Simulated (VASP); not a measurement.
# BeB12 (Pm-3m) in VASP: notebook

Runs on BeB12. Level: PBE. Tasks: relaxation of cell and atoms.

Everything below comes from runs of VASP 6.6.1. Logs are shortened: lines on timing, memory, paths and dates and some standing lists are left out, and cuts for length are marked.

### Step 1. The cell of the first run

Symmetry: Pm-3m, No. 221, cubic system. Conventional cell: a = 4.696 Å, b = 4.696 Å, c = 4.696 Å, α = 90.00°, β = 90.00°, γ = 90.00°. Be (site symmetry m-3m) has 24 B at 2.62 Å within 3.5 Å. Within 2.2 Å of B (site symmetry mm2) lie 4 B at 1.66 to 1.67 Å.

### Step 2. Relaxation of cell and atoms, PBE

File INCAR:

```
SYSTEM = BeB12
PREC     = Accurate       ! precision mode
ENCUT    = 600            ! plane-wave cutoff, eV
EDIFF    = 1E-6           ! SCF threshold, eV
ISMEAR   = 0              ! smearing method
SIGMA    = 0.1            ! smearing width, eV
LREAL    = .FALSE.        ! projectors in reciprocal space
LASPH    = .TRUE.         ! aspherical terms in the spheres
NELM     = 80             ! most SCF steps
ALGO     = Normal         ! electronic algorithm
ISIF     = 3              ! what is computed and relaxed
LWAVE    = .FALSE.        ! write WAVECAR
LCHARG   = .FALSE.        ! write CHGCAR
GGA      = PE             ! functional
IBRION   = 2              ! ionic algorithm
NSW      = 90             ! ionic steps
EDIFFG   = -0.04          ! ionic threshold
```

File KPOINTS:

```
regular mesh
0
G
  4 4 4
  0 0 0
```

File POSCAR:

```
BeB12
1.0
    4.6961570200      0.0000000000      0.0000000000
    0.0000000000      4.6961570200      0.0000000000
    0.0000000000      0.0000000000      4.6961570200
Be B
1 12
Direct
    0.5000000000      0.5000000000      0.5000000000
    0.2507721100      0.5000000000      0.0000000000
    0.7492278900      0.5000000000      0.0000000000
    0.0000000000      0.2507721100      0.5000000000
    0.0000000000      0.7492278900      0.5000000000
    0.5000000000      0.0000000000      0.2507721100
    0.5000000000      0.0000000000      0.7492278900
    0.5000000000      0.2507721100      0.0000000000
    0.5000000000      0.7492278900      0.0000000000
    0.2507721100      0.0000000000      0.5000000000
    0.7492278900      0.0000000000      0.5000000000
    0.0000000000      0.5000000000      0.7492278900
    0.0000000000      0.5000000000      0.2507721100
```

Potentials or basis: VASP PAW PBE potentials, release 64 (Be, B).

Run with:

```console
cat potpaw_PBE.64/Be/POTCAR potpaw_PBE.64/B/POTCAR > POTCAR
mpirun -np 1 vasp_std > vasp.out
```

OUTCAR:

```text
SYSTEM = BeB12
   PREC = Accurate
   ENCUT = 600
   EDIFF = 1E-6
   ISMEAR = 0
   LREAL = .FALSE.
   LASPH = .TRUE.
   NELM = 80
   ISIF = 3
   GGA = PE
   IBRION = 2
   NSW = 90
   EDIFFG = -0.04

 ion  position               nearest neighbor table
   1  0.500  0.500  0.500-
   2  0.251  0.500  0.000-   8 1.66   9 1.66  12 1.67  13 1.67
   3  0.749  0.500  0.000-   8 1.66   9 1.66  12 1.67  13 1.67
   4  0.000  0.251  0.500-  12 1.66  13 1.66  10 1.67  11 1.67
   5  0.000  0.749  0.500-  12 1.66  13 1.66  10 1.67  11 1.67
   6  0.500  0.000  0.251-  10 1.66  11 1.66   8 1.67   9 1.67
   7  0.500  0.000  0.749-  10 1.66  11 1.66   8 1.67   9 1.67
   8  0.500  0.251  0.000-   2 1.66   3 1.66   6 1.67   7 1.67
   9  0.500  0.749  0.000-   2 1.66   3 1.66   6 1.67   7 1.67
  10  0.251  0.000  0.500-   6 1.66   7 1.66   4 1.67   5 1.67
  11  0.749  0.000  0.500-   6 1.66   7 1.66   4 1.67   5 1.67
  12  0.000  0.500  0.749-   4 1.66   5 1.66   2 1.67   3 1.67
  13  0.000  0.500  0.251-   4 1.66   5 1.66   2 1.67   3 1.67

  LATTYP: Found a simple cubic cell.
 ALAT       =     4.6961570200

  Lattice vectors:

 A1 = (   4.6961570200,   0.0000000000,   0.0000000000)
 A2 = (   0.0000000000,   4.6961570200,   0.0000000000)
 A3 = (   0.0000000000,   0.0000000000,   4.6961570200)

Analysis of symmetry for initial positions (statically):
=====================================================================
 Subroutine PRICEL returns:
 Original cell was already a primitive cell.

 Routine SETGRP: Setting up the symmetry group for a
 simple cubic supercell.

 Subroutine GETGRP returns: Found 48 space group operations
[... 9 lines left out ...]

 Routine SETGRP: Setting up the symmetry group for a
 simple cubic supercell.

 Subroutine GETGRP returns: Found 48 space group operations
[... 11 lines left out ...]
                                     Primitive cell

  volume of cell :     103.5685

  direct lattice vectors                    reciprocal lattice vectors
     4.696157020  0.000000000  0.000000000     0.212940069  0.000000000  0.000000000
     0.000000000  4.696157020  0.000000000     0.000000000  0.212940069  0.000000000
     0.000000000  0.000000000  4.696157020     0.000000000  0.000000000  0.212940069

  length of vectors
     4.696157020  4.696157020  4.696157020     0.212940069  0.212940069  0.212940069

  position of ions in fractional coordinates (direct lattice)
     0.500000000  0.500000000  0.500000000
     0.250772110  0.500000000  0.000000000
     0.749227890  0.500000000  0.000000000
     0.000000000  0.250772110  0.500000000
     0.000000000  0.749227890  0.500000000
     0.500000000  0.000000000  0.250772110
     0.500000000  0.000000000  0.749227890
     0.500000000  0.250772110  0.000000000
     0.500000000  0.749227890  0.000000000
     0.250772110  0.000000000  0.500000000
     0.749227890  0.000000000  0.500000000
     0.000000000  0.500000000  0.749227890
     0.000000000  0.500000000  0.250772110

  ion indices of the primitive-cell ions
   primitive index   ion index
                 1           1
                 2           2
                 3           3
                 4           4
                 5           5
                 6           6
                 7           7
                 8           8
                 9           9
                10          10
                11          11
                12          12
                13          13

----------------------------------------------------------------------------------------

 KPOINTS: regular mesh

Automatic generation of k-mesh.
 Grid dimensions read from file:
 generate k-points for:    4    4    4

 Generating k-lattice:

  Cartesian coordinates                     Fractional coordinates (reciprocal lattice)
     0.053235017  0.000000000  0.000000000     0.250000000  0.000000000  0.000000000
     0.000000000  0.053235017  0.000000000     0.000000000  0.250000000  0.000000000
     0.000000000  0.000000000  0.053235017     0.000000000  0.000000000  0.250000000

  Length of vectors
     0.053235017  0.053235017  0.053235017

  Shift w.r.t. Gamma in fractional coordinates (k-lattice)
     0.000000000  0.000000000  0.000000000

 Subroutine IBZKPT returns following result:
 ===========================================

 Found     10 irreducible k-points:

 Following reciprocal coordinates:
            Coordinates               Weight
  0.000000  0.000000  0.000000      1.000000
  0.250000  0.000000  0.000000      6.000000
  0.500000  0.000000  0.000000      3.000000
  0.250000  0.250000  0.000000     12.000000
  0.500000  0.250000  0.000000     12.000000
  0.500000  0.500000  0.000000      3.000000
  0.250000  0.250000  0.250000      8.000000
  0.500000  0.250000  0.250000     12.000000
  0.500000  0.500000  0.250000      6.000000
  0.500000  0.500000  0.500000      1.000000
   k-points           NKPTS =     10   k-points in BZ     NKDIM =     10   number of bands    NBANDS=     26
   number of dos      NEDOS =    301   number of ions     NIONS =     13
   total plane-waves  NPLWV =  64000
   dimension x,y,z NGX =    40 NGY =   40 NGZ =   40
   dimension x,y,z NGXF=    80 NGYF=   80 NGZF=   80
   ions per type =               1  12
   NGX,Y,Z   is equivalent  to a cutoff of  14.16, 14.16, 14.16 a.u.
   NGXF,Y,Z  is equivalent  to a cutoff of  28.32, 28.32, 28.32 a.u.
 SYSTEM =  BeB12
   PREC   = accura    normal or accurate (medium, high low for compatibility)
   ISTART =      0    job   : 0-new  1-cont  2-samecut
   ICHARG =      2    charge: 1-file 2-atom 10-const
   ISPIN  =      1    spin polarized calculation?
   LNONCOLLINEAR =      F non collinear calculations
   LSORBIT =      F    spin-orbit coupling
   LASPH  =      T    aspherical Exc in radial PAW
   ENCUT  =  600.0 eV  44.10 Ry    6.64 a.u.   9.38  9.38  9.38*2*pi/ulx,y,z
   NELM   =     80;   NELMIN=  2; NELMDL= -5     # of ELM steps
   EDIFF  = 0.1E-05   stopping-criterion for ELM
   LREAL  =      F    real-space projection
   EDIFFG = -.4E-01   stopping-criterion for IOM
   NSW    =     90    number of steps for IOM
   IBRION =      2    ionic relax: 0-MD 1-quasi-New 2-CG
   NFREE  =      1    steps in history (QN), initial steepest desc. (CG)
   ISIF   =      3    stress and relaxation
   ISYM   =      2    0-nonsym 1-usesym 2-fastsym
   POTIM  = 0.5000    time-step for ionic-motion
   TEBEG  =    0.0;   TEEND  =   0.0 temperature during run
   PSTRESS=    0.0 pullay stress
   NELECT =      38.0000    total number of electrons
   NUPDOWN=      -1.0000    fix difference up-down
   EMIN   =  10.00;   EMAX   =-10.00  energy-range for DOS
   EFERMI =   0.00;   METHOD = LEGACY
   ISMEAR =     0;   SIGMA  =   0.10  broadening in eV -4-tet -1-fermi 0-gaus
   EFERMI_NEDOS =   21; number of points for ismear=-14 and -15
   IALGO  =     38    algorithm
   IMIX   =      4    mixing-type and parameters
     AMIX     =   0.40;   BMIX     =  1.00
     AMIX_MAG =   1.60;   BMIX_MAG =  1.00
  volume/ion in A,a.u.               =       7.97        53.76
  Fermi-wavevector in a.u.,A,eV,Ry     =   1.171998  2.214754 18.688671  1.373579
  Thomas-Fermi vector in A             =   2.308433
   LORBIT       =      0    0 simple, 1 ext, 2 COOP (PROOUT), +10 PAW based schemes
   GGA     = PE    functional components
   LHFCALC =     F    Hartree Fock is set to
   AEXX    =    0.0000 exact exchange contribution
   IVDW    =     0    specifies the selected vdW correction
   LEPSILON=     F    determine dielectric tensor
   LRPA    =     F    only Hartree local field effects (RPA)
 conjugate gradient relaxation of ions
 non-spin polarized calculation
 Gauss-broadening in eV      SIGMA  =   0.10
  energy-cutoff  :      600.00
  volume of cell :      103.57
 maximum number of plane-waves:      3468
 NGX is ok and might be reduce to    40
   NGX = 19   NGY = 19   NGZ = 19

--------------------------------------- Ionic step        1  -------------------------------------------

 number of electron      37.9999999 magnetization

 Free energy of the ion-electron system (eV)
  ---------------------------------------------------
  ext. energy  EPLUGINS =         0.00000000
  ---------------------------------------------------
  free energy    TOTEN  =       -69.75042302 eV

  energy without entropy =      -69.72436879  energy(sigma->0) =      -69.73739590

------------------------ aborting loop because EDIFF is reached ----------------------------------------

  FORCE on cell =-STRESS in cart. coord.  units (eV):
  Direction    XX          YY          ZZ          XY          YZ          ZX
  --------------------------------------------------------------------------------------
  -------------------------------------------------------------------------------------
  Total       18.0463201     18.0463201     18.0463201      0.0000000     -0.0000000      0.0000000
  in kB      279.1717129    279.1717129    279.1717129      0.0000000     -0.0000000      0.0000000
  external PRESSURE =     279.1717129 kB  Pullay stress =       0.0000000 kB
[... 220 lines left out ...]
  energy  without entropy=      -70.9929736849  energy(sigma->0) =      -71.00378307

--------------------------------------- Ionic step        6  -------------------------------------------

 number of electron      38.0000000 magnetization

 Free energy of the ion-electron system (eV)
  ---------------------------------------------------
  ext. energy  EPLUGINS =         0.00000000
  ---------------------------------------------------
  free energy    TOTEN  =       -71.01613602 eV

  energy without entropy =      -70.99548044  energy(sigma->0) =      -71.00580823

 E-fermi :   3.6931     XC(G=0): -10.4287

 val. band max:        3.6576922048   @ k =   0.5000   0.5000   0.5000
 cond. band min:       3.7193316913   @ k =   0.2500   0.2500   0.0000
 fundamental gap:      0.0616394865
 Fermi energy:         3.6930749128

 k-point     1 :       0.0000    0.0000    0.0000
  band No.  band energies     occupation
      1      -9.4569      2.00000
      2      -6.2909      2.00000
      3      -6.2909      2.00000
      4      -3.8102      2.00000
      5      -3.8102      2.00000
      6      -3.8102      2.00000
[... 319 lines left out ...]
  FREE ENERGIE OF THE ION-ELECTRON SYSTEM (eV)
  ---------------------------------------------------
  free  energy   TOTEN  =       -71.0161360209 eV

  energy  without entropy=      -70.9954804449  energy(sigma->0) =      -71.00580823

 reached required accuracy - stopping structural energy minimisation
```

Wall time 3.6 min (1 thread of Intel Xeon 8259CL, shared host); peak memory 0.25 GiB.

What came out:

```
Free energy                            : -71.0161 eV
Relaxed volume                         : 9.22 Å³/atom
Relaxed cell                           : a = 4.930 Å, b = 4.930 Å, c = 4.930 Å, α = 90.00°, β = 90.00°, γ = 90.00°
Space group after relaxing (to 0.05 Å) : Pm-3m (No. 221)
Energy gained by relaxing              : 97.4 meV/atom
Ionic steps                            : 6
Pressure after relaxing                : -0.4 GPa
Largest force after relaxing           : 0.013 eV/Å
Band gap on the k mesh                 : zero (band 19 reaches 3.72 eV, above the bottom of band 20 at 2.24 eV)
```

Forces on the atoms (eV/Å):
```
Be   0.000  0.000  0.000
B    0.013  0.000  0.000
B   -0.013  0.000  0.000
B    0.000  0.013  0.000
B    0.000 -0.013  0.000
B    0.000  0.000  0.013
B    0.000  0.000 -0.013
B    0.000  0.013  0.000
B    0.000 -0.013  0.000
B    0.013  0.000  0.000
B   -0.013  0.000  0.000
B    0.000  0.000 -0.013
B    0.000  0.000  0.013
```

Step by step:
| step | energy change (eV) | largest force (eV/Å) | pressure (GPa) | volume (Å³) |
| --- | --- | --- | --- | --- |
| 1 | 0.0000 | 0.4380 | 27.92 | 103.57 |
| 2 | -1.0938 | 0.3340 | -7.00 | 125.80 |
| 3 | -1.2562 | 0.2208 | 0.49 | 119.14 |
| 4 | -1.2559 | 0.2283 | 0.08 | 119.47 |
| 5 | -1.2642 | 0.0717 | -0.63 | 120.01 |
| 6 | -1.2657 | 0.0130 | -0.44 | 119.85 |

Final structure:
```cif
data_structure
_symmetry_space_group_name_H-M 'P 1'
_symmetry_Int_Tables_number 1
_cell_length_a 4.9304
_cell_length_b 4.9304
_cell_length_c 4.9304
_cell_angle_alpha 90.000
_cell_angle_beta 90.000
_cell_angle_gamma 90.000
_cell_volume 119.85
loop_
_atom_site_label
_atom_site_type_symbol
_atom_site_fract_x
_atom_site_fract_y
_atom_site_fract_z
_atom_site_occupancy
Be1 Be 0.50000 0.50000 0.50000 1
B1 B 0.24887 0.50000 0.00000 1
B2 B 0.75113 0.50000 0.00000 1
B3 B 0.00000 0.24887 0.50000 1
B4 B 0.00000 0.75113 0.50000 1
B5 B 0.50000 0.00000 0.24887 1
B6 B 0.50000 0.00000 0.75113 1
B7 B 0.50000 0.24887 0.00000 1
B8 B 0.50000 0.75113 0.00000 1
B9 B 0.24887 0.00000 0.50000 1
B10 B 0.75113 0.00000 0.50000 1
B11 B 0.00000 0.50000 0.75113 1
B12 B 0.00000 0.50000 0.24887 1
```

Caveat: the volume moved by over 15 % at a fixed basis, so the end points are rough.

[end of part 1 of 2]
